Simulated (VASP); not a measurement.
A run of VASP 6.6.1:

File INCAR:

```
  ALGO = Normal
  EDIFF = 1E-6
  ENCUT = 520
  ISIF = 2
  ISMEAR = -1
  LASPH = True
  LCHARG = True
  LELF = True
  LREAL = False
  LVHAR = True
  LWAVE = False
  NBANDS = 14
  NELM = 80
  PREC = Accurate
  SIGMA = 0.1
```

Contents of KPOINTS:

```
k-points
0
Gamma
  9 9 5
```

File POSCAR:

```
Re
1.0
    2.7415218335      0.0000000000      0.0000000000
   -1.3707609167      2.3742275528      0.0000000000
    0.0000000000      0.0000000000      4.4064100891
Re
2
Direct
    0.3333333333      0.6666666667      0.2500000000
    0.6666666667      0.3333333333      0.7500000000
```

Potentials or basis: VASP PAW LDA potentials, release 64 (Re).

Run with:

```console
$ cat potpaw_LDA.64/Re/POTCAR > POTCAR
$ mpirun -np 1 vasp_std > vasp.out
```

Hardware: 1 thread of Intel(R) Xeon(R) Platinum 8488C (Sapphire Rapids), on a shared host.

Question: How long does it take, and how much memory?

Answer: Wall time 12 s on 1 thread of Intel(R) Xeon(R) Platinum 8488C (Sapphire Rapids) (shared host), peak memory 0.12 GiB. Counts: scf iterations 11, k points 36.
